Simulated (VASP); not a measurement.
# HfN: relaxation of cell and atoms with PBEsol

Crystal: HfN.

```
CELL_PARAMETERS angstrom
0.00000 2.45482 2.45482
2.45482 0.00000 2.45482
2.45482 2.45482 0.00000
ATOMIC_POSITIONS crystal
Hf 0.00000 0.00000 0.00000
N 0.25000 0.25000 0.25000
```

```
Program                : VASP 6.6.1
Task                   : relaxation of cell and atoms
Functional             : PBEsol
Potentials or basis    : VASP PAW PBE potentials, release 64 (Hf_pv, N)
Cutoff                 : 600 eV
k mesh                 : 11 × 11 × 11
Occupations            : fermi-dirac, width 0.1 eV
Spin                   : no spin polarisation
Target pressure        : 8 GPa
Dipole correction      : no
Further INCAR settings : ALGO = Normal; EDIFF = 1e-07; IBRION = 2; EDIFFG = -0.01; NSW = 60; ISIF = 3
```

- Relaxed volume: 13.85 Å³/atom
- Relaxed cell: a = 3.397 Å, b = 3.397 Å, c = 3.397 Å, α = 60.00°, β = 60.00°, γ = 60.00°
- Space group after relaxing (to 0.1 Å): F-43m (No. 216)
- Energy change on relaxing (the run minimises the enthalpy): +3.5 meV/atom
- Ionic steps: 4
- Pressure after relaxing: 7.9 GPa
- Band gap on the k mesh: zero (an odd number of electrons rules out a gap without spin polarisation)

The path:
| step | energy change (eV) | largest force (eV/Å) | pressure (GPa) | volume (Å³) |
| --- | --- | --- | --- | --- |
| 1 | 0.0000 | 0.0000 | -5.95 | 29.59 |
| 2 | 0.5331 | 0.0000 | 47.08 | 24.41 |
| 3 | 0.0039 | 0.0000 | 7.36 | 27.77 |
| 4 | 0.0070 | 0.0000 | 7.91 | 27.71 |

Final structure:
```yaml
crystal:
  lattice:
    - [0.00000, 2.40175, 2.40175]
    - [2.40175, 0.00000, 2.40175]
    - [2.40175, 2.40175, 0.00000]
  atoms:
    - { symbol: Hf, position: [0.00000, 0.00000, 0.00000] }
    - { symbol: N, position: [0.25000, 0.25000, 0.25000] }
```

Levels at points of the mesh, in eV from the Fermi level:
```csv
k point,band 4,band 5,band 6,band 7,band 8,band 9,band 10,band 11
"(0.00, 0.00, 0.00)",-16.43,-5.76,-5.76,-5.76,-0.57,2.37,2.37,7.02
```

Wall time 31 s on 1 thread of Intel(R) Xeon(R) 6975P-C (Granite Rapids) (shared host), peak memory 0.18 GiB.

Caveat: the cell is relaxed towards a set pressure, so the run minimises the enthalpy, not the energy; the PAW data sets were made with another functional, which shifts forces and pressure a little; spin-orbit coupling is left out, which moves the levels of the heavy elements.
